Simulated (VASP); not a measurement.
# W3C2 (P6/mmm) in VASP: further runs

Runs on W3C2. Level: PBE. Tasks: single point, relaxation of cell and atoms.

Program: VASP 6.6.1. These are calculated values, not measurements. Logs are shortened: lines on timing, memory, paths and dates and some standing lists are left out, and cuts for length are marked.

## 1. The cell of the first run

The structure is hexagonal, space group P6/mmm (No. 191). Conventional cell: a = 3.582 Å, b = 3.582 Å, c = 7.790 Å, α = 90.00°, β = 90.00°, γ = 120.00°. Within 2.9 Å of W (site symmetry 6mm) lie 2 W at 2.23 to 2.78 Å. W (site symmetry 6/mmm) has 6 C at 2.07 Å and 2 W at 2.78 Å within 2.8 Å. C (site symmetry -6m2) has 3 W at 2.07 Å and 3 C at 2.07 Å within 2.7 Å.

The cell was generated, and may not be a known phase.

## 2. Single point, PBE

INCAR

```
PREC = Accurate ; ENCUT = 520
EDIFF = 1E-6 ; ISMEAR = 0
SIGMA = 0.1 ; LREAL = F
LASPH = T ; NELM = 80
ALGO = Normal ; ISIF = 2
LWAVE = F ; LCHARG = F
GGA = PE ; NBANDS = 33
```

KPOINTS

```
Automatic mesh
0
Gamma
  6 6 4
```

POSCAR

```
W3C2
1.0
    3.5815136475      0.0000000025      0.0000000000
   -1.7907568259      3.1016818015      0.0000000000
    0.0000000000      0.0000000000      7.7901179121
W C
3 2
Direct
    0.0000000000      0.0000000000      0.8570088780
    0.0000000000      0.0000000000      0.1429911220
    0.0000000000      0.0000000000      0.5000000000
    0.3333333333      0.6666666667      0.5000000000
    0.6666666667      0.3333333333      0.5000000000
```

Potentials or basis: VASP PAW PBE potentials, release 64 (W_sv, C).

On the command line:

```sh
$ cat potpaw_PBE.64/W_sv/POTCAR potpaw_PBE.64/C/POTCAR > POTCAR
$ mpirun -np 1 vasp_std > vasp.out
```

OUTCAR:

```text
PREC = Accurate
   ENCUT = 520
   EDIFF = 1E-6
   ISMEAR = 0
   LREAL = F
   LASPH = T
   NELM = 80
   ISIF = 2
   GGA = PE

 ion  position               nearest neighbor table
   1  0.000  0.000  0.857-   2 2.23   3 2.78
   2  0.000  0.000  0.143-   1 2.23   3 2.78
   3  0.000  0.000  0.500-   4 2.07   5 2.07   5 2.07   4 2.07   5 2.07   4 2.07   1 2.78   2 2.78

   4  0.333  0.667  0.500-   3 2.07   5 2.07   5 2.07   3 2.07   3 2.07   5 2.07
   5  0.667  0.333  0.500-   3 2.07   4 2.07   4 2.07   3 2.07   3 2.07   4 2.07

  LATTYP: Found a hexagonal cell.
 ALAT       =     3.5815136475
 C/A-ratio  =     2.1750909472

  Lattice vectors:

 A1 = (   3.5815136475,   0.0000000025,   0.0000000000)
 A2 = (  -1.7907568259,   3.1016818015,   0.0000000000)
 A3 = (   0.0000000000,   0.0000000000,   7.7901179121)

Analysis of symmetry for initial positions (statically):
=====================================================================
 Subroutine PRICEL returns:
 Original cell was already a primitive cell.

 Routine SETGRP: Setting up the symmetry group for a
 hexagonal supercell.

 Subroutine GETGRP returns: Found 24 space group operations
 (whereof 24 operations were pure point group operations)
 out of a pool of 24 trial point group operations.

The static configuration has the point symmetry D_6h.

Analysis of symmetry for dynamics (positions and initial velocities):
=====================================================================
 Subroutine PRICEL returns:
 Original cell was already a primitive cell.

 Routine SETGRP: Setting up the symmetry group for a
 hexagonal supercell.

 Subroutine GETGRP returns: Found 24 space group operations
 (whereof 24 operations were pure point group operations)
 out of a pool of 24 trial point group operations.

The dynamic configuration has the point symmetry D_6h.

 Subroutine INISYM returns: Found 24 space group operations
 (whereof 24 operations are pure point group operations),
 and found     1 'primitive' translations

----------------------------------------------------------------------------------------

                                     Primitive cell

  volume of cell :      86.5382

  direct lattice vectors                    reciprocal lattice vectors
     3.581513648  0.000000003  0.000000000     0.279211556  0.161202867  0.000000000
    -1.790756826  3.101681801  0.000000000    -0.000000000  0.322405735  0.000000000
     0.000000000  0.000000000  7.790117912     0.000000000  0.000000000  0.128367762

  length of vectors
     3.581513648  3.581513648  7.790117912     0.322405735  0.322405735  0.128367762

  position of ions in fractional coordinates (direct lattice)
     0.000000000  0.000000000  0.857008878
     0.000000000  0.000000000  0.142991122
     0.000000000  0.000000000  0.500000000
     0.333333333  0.666666667  0.500000000
     0.666666667  0.333333333  0.500000000

  ion indices of the primitive-cell ions
   primitive index   ion index
                 1           1
                 2           2
                 3           3
                 4           4
                 5           5

----------------------------------------------------------------------------------------

 KPOINTS: Automatic mesh

Automatic generation of k-mesh.
 Grid dimensions read from file:
 generate k-points for:    6    6    4

 Generating k-lattice:

  Cartesian coordinates                     Fractional coordinates (reciprocal lattice)
     0.046535259  0.026867145  0.000000000     0.166666667  0.000000000  0.000000000
    -0.000000000  0.053734289  0.000000000    -0.000000000  0.166666667  0.000000000
     0.000000000  0.000000000  0.032091940     0.000000000  0.000000000  0.250000000

  Length of vectors
     0.053734289  0.053734289  0.032091940

  Shift w.r.t. Gamma in fractional coordinates (k-lattice)
     0.000000000  0.000000000  0.000000000

 Subroutine IBZKPT returns following result:
 ===========================================

 Found     21 irreducible k-points:

 Following reciprocal coordinates:
            Coordinates               Weight
  0.000000  0.000000  0.000000      1.000000
  0.166667  0.000000  0.000000      6.000000
  0.333333  0.000000  0.000000      6.000000
  0.500000  0.000000  0.000000      3.000000
  0.166667  0.166667  0.000000      6.000000
  0.333333  0.166667  0.000000     12.000000
[... 13 lines left out ...]
  0.333333  0.166667  0.500000     12.000000
  0.333333  0.333333  0.500000      2.000000
   k-points           NKPTS =     21   k-points in BZ     NKDIM =     21   number of bands    NBANDS=     33
   number of dos      NEDOS =    301   number of ions     NIONS =      5
   total plane-waves  NPLWV =  47040
   dimension x,y,z NGX =    28 NGY =   28 NGZ =   60
   dimension x,y,z NGXF=    56 NGYF=   56 NGZF=  120
   ions per type =               3   2
   NGX,Y,Z   is equivalent  to a cutoff of  13.00, 13.00, 12.80 a.u.
   NGXF,Y,Z  is equivalent  to a cutoff of  25.99, 25.99, 25.61 a.u.
 SYSTEM =  unknown system
   PREC   = accura    normal or accurate (medium, high low for compatibility)
   ISTART =      0    job   : 0-new  1-cont  2-samecut
   ICHARG =      2    charge: 1-file 2-atom 10-const
   ISPIN  =      1    spin polarized calculation?
   LNONCOLLINEAR =      F non collinear calculations
   LSORBIT =      F    spin-orbit coupling
   LASPH  =      T    aspherical Exc in radial PAW
   ENCUT  =  520.0 eV  38.22 Ry    6.18 a.u.   6.66  6.66 14.48*2*pi/ulx,y,z
   NELM   =     80;   NELMIN=  2; NELMDL= -5     # of ELM steps
   EDIFF  = 0.1E-05   stopping-criterion for ELM
   LREAL  =      F    real-space projection
   EDIFFG = 0.1E-04   stopping-criterion for IOM
   NSW    =      0    number of steps for IOM
   IBRION =     -1    ionic relax: 0-MD 1-quasi-New 2-CG
   NFREE  =      0    steps in history (QN), initial steepest desc. (CG)
   ISIF   =      2    stress and relaxation
   ISYM   =      2    0-nonsym 1-usesym 2-fastsym
   POTIM  = 0.5000    time-step for ionic-motion
   TEBEG  =    0.0;   TEEND  =   0.0 temperature during run
   PSTRESS=    0.0 pullay stress
   NELECT =      50.0000    total number of electrons
   NUPDOWN=      -1.0000    fix difference up-down
   EMIN   =  10.00;   EMAX   =-10.00  energy-range for DOS
   EFERMI =   0.00;   METHOD = LEGACY
   ISMEAR =     0;   SIGMA  =   0.10  broadening in eV -4-tet -1-fermi 0-gaus
   EFERMI_NEDOS =   21; number of points for ismear=-14 and -15
   IALGO  =     38    algorithm
   IMIX   =      4    mixing-type and parameters
     AMIX     =   0.40;   BMIX     =  1.00
     AMIX_MAG =   1.60;   BMIX_MAG =  1.00
  volume/ion in A,a.u.               =      17.31       116.80
  Fermi-wavevector in a.u.,A,eV,Ry     =   1.363522  2.576683 25.295853  1.859193
  Thomas-Fermi vector in A             =   2.489918
   LORBIT       =      0    0 simple, 1 ext, 2 COOP (PROOUT), +10 PAW based schemes
   GGA     = PE    functional components
   LHFCALC =     F    Hartree Fock is set to
   AEXX    =    0.0000 exact exchange contribution
   IVDW    =     0    specifies the selected vdW correction
   LEPSILON=     F    determine dielectric tensor
   LRPA    =     F    only Hartree local field effects (RPA)
 non-spin polarized calculation
 Gauss-broadening in eV      SIGMA  =   0.10
  energy-cutoff  :      520.00
  volume of cell :       86.54
 maximum number of plane-waves:      2381
 NGX is ok and might be reduce to    28
   NGX = 13   NGY = 13   NGZ = 29

 number of electron      50.0000012 magnetization

 Free energy of the ion-electron system (eV)
  ---------------------------------------------------
  ext. energy  EPLUGINS =         0.00000000
  ---------------------------------------------------
  free energy    TOTEN  =       -42.88430527 eV

  energy without entropy =      -42.85384514  energy(sigma->0) =      -42.86907521

 E-fermi :   6.1554     XC(G=0): -11.2528

 val. band max:        6.1242487149   @ k =   0.3333   0.0000   0.2500
 cond. band min:       6.1601820348   @ k =   0.5000   0.0000   0.2500
 fundamental gap:      0.0359333198
 Fermi energy:         6.1554436060

 k-point     1 :       0.0000    0.0000    0.0000
  band No.  band energies     occupation
      1     -68.0272      2.00000
      2     -67.7326      2.00000
      3     -67.3697      2.00000
      4     -33.1486      2.00000
      5     -32.2170      2.00000
      6     -32.2170      2.00000
[... 25 lines left out ...]
     32       9.2125      0.00000
     33      10.2110      0.00000

 k-point     2 :       0.1667    0.0000    0.0000
  band No.  band energies     occupation
      1     -68.0266      2.00000
      2     -67.7321      2.00000
      3     -67.3688      2.00000
      4     -33.1462      2.00000
      5     -32.2361      2.00000
      6     -32.2219      2.00000
[... 25 lines left out ...]
     32       8.3069      0.00000
     33       9.4596      0.00000

 k-point     3 :       0.3333    0.0000    0.0000
  band No.  band energies     occupation
      1     -68.0253      2.00000
      2     -67.7310      2.00000
      3     -67.3668      2.00000
      4     -33.1412      2.00000
      5     -32.2741      2.00000
      6     -32.2316      2.00000
[... 25 lines left out ...]
     32       8.7687      0.00000
     33       9.2042      0.00000

 k-point     4 :       0.5000    0.0000    0.0000
  band No.  band energies     occupation
      1     -68.0247      2.00000
      2     -67.7304      2.00000
      3     -67.3658      2.00000
      4     -33.1387      2.00000
      5     -32.2930      2.00000
      6     -32.2364      2.00000
[... 565 lines left out ...]
     32       8.5234      0.00000
     33       8.8922      0.00000

 k-point    20 :       0.3333    0.1667    0.5000
  band No.  band energies     occupation
      1     -68.0243      2.00000
      2     -67.7312      2.00000
      3     -67.3655      2.00000
      4     -33.1776      2.00000
      5     -32.2813      2.00000
      6     -32.2444      2.00000
[... 25 lines left out ...]
     32       9.3779      0.00000
     33       9.6270      0.00000

 k-point    21 :       0.3333    0.3333    0.5000
  band No.  band energies     occupation
      1     -68.0240      2.00000
      2     -67.7309      2.00000
      3     -67.3650      2.00000
      4     -33.1762      2.00000
      5     -32.2687      2.00000
      6     -32.2687      2.00000
[... 25 lines left out ...]
     32      10.3468      0.00000
     33      10.3468      0.00000

------------------------ aborting loop because EDIFF is reached ----------------------------------------

  FORCE on cell =-STRESS in cart. coord.  units (eV):
  Direction    XX          YY          ZZ          XY          YZ          ZX
  --------------------------------------------------------------------------------------
  -------------------------------------------------------------------------------------
  Total        0.2777901      0.2777901      1.0589100      0.0000000      0.0000000      0.0000000
  in kB        5.1430352      5.1430352     19.6047693      0.0000000      0.0000000      0.0000000
  external PRESSURE =       9.9636132 kB  Pullay stress =       0.0000000 kB

 VOLUME and BASIS-vectors are now :
 -----------------------------------------------------------------------------
  energy-cutoff  :      520.00
  volume of cell :       86.54
      direct lattice vectors                 reciprocal lattice vectors
     3.581513648  0.000000003  0.000000000     0.279211556  0.161202867  0.000000000
    -1.790756826  3.101681801  0.000000000    -0.000000000  0.322405735  0.000000000
     0.000000000  0.000000000  7.790117912     0.000000000  0.000000000  0.128367762

 POSITION                                       TOTAL-FORCE (eV/Angst)
 -----------------------------------------------------------------------------------
      0.00000      0.00000      6.67620        -0.000000     -0.000000     -0.366078
      0.00000      0.00000      1.11392         0.000000     -0.000000      0.366078
      0.00000      0.00000      3.89506         0.000000      0.000000      0.000000
     -0.00000      2.06779      3.89506        -0.000000      0.000000      0.000000
      1.79076      1.03389      3.89506         0.000000     -0.000000      0.000000
 -----------------------------------------------------------------------------------
    total drift:                               -0.000000      0.000000      0.000000

  FREE ENERGIE OF THE ION-ELECTRON SYSTEM (eV)
  ---------------------------------------------------
  free  energy   TOTEN  =       -42.8843052743 eV

  energy  without entropy=      -42.8538451410  energy(sigma->0) =      -42.86907521
```

Run time: 33 s. Hardware: 1 thread of Intel Xeon 6975P-C (Granite Rapids), shared host; peak memory 0.22 GiB.

Results:

```
Free energy            : -42.8843 eV
Pressure               : 1.0 GPa
Largest force          : 0.366 eV/Å
Band gap on the k mesh : zero (bands 25 and 26 overlap by 0.68 eV)
```

Forces on the atoms (eV/Å):
```
W    0.000  0.000 -0.366
W    0.000  0.000  0.366
W    0.000  0.000  0.000
C    0.000  0.000  0.000
C    0.000  0.000  0.000
```

Levels at points of the mesh, in eV from the Fermi level:
| k point | band 22 | band 23 | band 24 | band 25 | band 26 | band 27 | band 28 | band 29 |
| --- | --- | --- | --- | --- | --- | --- | --- | --- |
| (0.00, 0.00, 0.00) | -1.16 | -0.59 | -0.59 | 0.05 | 0.05 | 0.66 | 0.66 | 0.80 |
| (0.50, 0.00, 0.00) | -1.89 | -1.41 | -0.58 | 0.25 | 0.60 | 1.47 | 1.65 | 2.07 |
| (0.00, 0.00, 0.50) | -1.51 | -1.29 | -0.61 | -0.61 | 0.70 | 0.70 | 1.08 | 1.08 |
| (0.50, 0.00, 0.50) | -1.96 | -1.94 | -0.67 | -0.17 | 0.57 | 0.58 | 1.46 | 1.68 |

Caveat: spin-orbit coupling is left out, which moves the levels of the heavy elements.

## 3. Single point, PBE

This run uses another cell than the first one, of 17.23 Å³/atom.

INCAR

```
  PREC = Accurate
  ENCUT = 520
  EDIFF = 1E-6
  ISMEAR = 0
  SIGMA = 0.1
  LREAL = False
  LASPH = True
  NELM = 100
  ALGO = Normal
  ISIF = 2
  LWAVE = False
  LCHARG = False
  GGA = PE
  NBANDS = 33
```

KPOINTS

```
Automatic mesh
0
Gamma
  12 12 6
```

POSCAR

```
W3C2
1.0
    3.5816413750      0.0000000000      0.0000000000
   -1.7908206875      3.1017924179      0.0000000000
    0.0000000000      0.0000000000      7.7544029564
W C
3 2
Direct
    0.0000000000      0.0000000000      0.8566795419
    0.0000000000      0.0000000000      0.1433204581
    0.0000000000      0.0000000000      0.5000000000
    0.3333333333      0.6666666667      0.5000000000
    0.6666666667      0.3333333333      0.5000000000
```

Potentials or basis: VASP PAW PBE potentials, release 64 (W_sv, C).

On the command line:

```sh
$ cat potpaw_PBE.64/W_sv/POTCAR potpaw_PBE.64/C/POTCAR > POTCAR
$ mpirun -np 1 vasp_std > vasp.out
```

Run time: 1.9 min. Hardware: 1 thread of Intel Xeon 6975P-C (Granite Rapids), shared host; peak memory 0.31 GiB.

It converged, with:

```yaml
Free_energy: -42.9139 eV
Pressure: 0.9 GPa
Largest_force: 0.388 eV/Å
Band_gap_on_the_k_mesh: zero (bands 25 and 26 overlap by 0.96 eV)
```

Forces in eV/Å, atoms in the order of the input:
```
W    0.000  0.000 -0.388
W    0.000  0.000  0.388
W    0.000  0.000  0.000
C    0.000  0.000  0.000
C    0.000  0.000  0.000
```

Stress tensor (GPa, compression positive):
```
0.50 0.00 0.00
0.00 0.50 0.00
0.00 0.00 1.73
```

Levels at points of the mesh, in eV from the Fermi level:
| k point | band 21 | band 22 | band 23 | band 24 | band 25 | band 26 | band 27 | band 28 | band 29 | band 30 |
| --- | --- | --- | --- | --- | --- | --- | --- | --- | --- | --- |
| (0.00, 0.00, 0.00) | -1.29 | -1.29 | -0.67 | -0.67 | -0.03 | -0.03 | 0.59 | 0.59 | 0.77 | 2.46 |
| (0.50, 0.00, 0.00) | -1.93 | -1.93 | -1.53 | -0.66 | 0.24 | 0.55 | 1.39 | 1.59 | 2.06 | 2.32 |
| (0.00, 0.00, 0.50) | -1.64 | -1.64 | -1.38 | -0.69 | -0.69 | 0.63 | 0.63 | 1.04 | 1.04 | 2.35 |
| (0.50, 0.00, 0.50) | -2.17 | -2.07 | -1.93 | -0.74 | -0.16 | 0.52 | 0.53 | 1.38 | 1.66 | 2.33 |

Caveat: spin-orbit coupling is left out, which moves the levels of the heavy elements.

## 4. Relaxation of cell and atoms, PBE

This run uses another cell than the first one, of 16.68 Å³/atom.

INCAR

```
SYSTEM = W3C2
PREC = Accurate
ENCUT = 600
EDIFF = 1E-6
ISMEAR = 0
SIGMA = 0.1
LREAL = .False.
LASPH = .True.
NELM = 100
ALGO = Normal
ISIF = 3
LWAVE = .False.
LCHARG = .False.
GGA = PE
IBRION = 2
NSW = 90
EDIFFG = -0.04
```

KPOINTS

```
regular mesh
0
Gamma
  6 6 4
  0 0 0
```

POSCAR

```
W3C2
1.0
    4.2011334300      0.0000000000      0.0000000000
   -2.1005667200      3.6382882800      0.0000000000
    0.0000000000      0.0000000000      5.4564016800
W C
3 2
Direct
    0.0000000000      0.0000000000      0.8394102600
    0.0000000000      0.0000000000      0.1605897400
    0.0000000000      0.0000000000      0.5000000000
    0.3333333300      0.6666666700      0.5000000000
    0.6666666700      0.3333333300      0.5000000000
```

On the command line:

```sh
$ cat potpaw_PBE.64/W_sv/POTCAR potpaw_PBE.64/C/POTCAR > POTCAR
$ mpirun -np 1 vasp_std > vasp.out
```

It took 11 min on 1 thread of Intel Xeon 6975P-C (Granite Rapids), shared host; peak memory 0.29 GiB.

The run converged. Its results:

| Quantity | Value |
| --- | --- |
| Free energy | -42.8411 eV |
| Relaxed volume | 17.25 Å³/atom |
| Relaxed cell | a = 3.587 Å, b = 3.587 Å, c = 7.743 Å, α = 90.00°, β = 90.00°, γ = 120.00° |
| Space group after relaxing (to 0.1 Å) | P6/mmm (No. 191) |
| Pressure after relaxing | 0.1 GPa |
| Largest force after relaxing | 0.010 eV/Å |
| Band gap on the k mesh | zero (bands 25 and 26 overlap by 0.73 eV) |

Forces on the atoms (eV/Å):
```
W    0.000  0.000 -0.010
W    0.000  0.000  0.010
W    0.000  0.000  0.000
C    0.000  0.000  0.000
C    0.000  0.000  0.000
```

Stress tensor (GPa, compression positive):
```
0.05 0.00 0.00
0.00 0.05 0.00
0.00 0.00 0.26
```

Final structure:
```
CELL_PARAMETERS angstrom
3.58678 0.00000 0.00000
-1.79339 3.10624 0.00000
0.00000 0.00000 7.74324
ATOMIC_POSITIONS crystal
W 0.00000 0.00000 0.85457
W 0.00000 0.00000 0.14543
W 0.00000 0.00000 0.50000
C 0.33333 0.66667 0.50000
C 0.66667 0.33333 0.50000
```

Levels at points of the mesh, in eV from the Fermi level:
```csv
k point,band 21,band 22,band 23,band 24,band 25,band 26,band 27,band 28,band 29,band 30
"(0.00, 0.00, 0.00)",-1.10,-1.10,-0.56,-0.56,-0.02,-0.02,0.62,0.62,0.82,3.02
"(0.50, 0.00, 0.00)",-1.96,-1.93,-1.34,-0.65,0.28,0.64,1.48,1.73,2.15,2.34
"(0.00, 0.00, 0.50)",-1.50,-1.50,-1.34,-0.59,-0.59,0.66,0.66,1.16,1.16,2.29
"(0.50, 0.00, 0.50)",-2.10,-1.95,-1.94,-0.71,-0.15,0.57,0.64,1.47,1.80,2.50
```

Caveat: a cell axis changed by over 15 % at a fixed basis, so the end point is rough; spin-orbit coupling is left out, which moves the levels of the heavy elements.

(Continued in part 2 of 2.)

The gap in the log of VASP goes by the Fermi energy; the results here count the filled bands.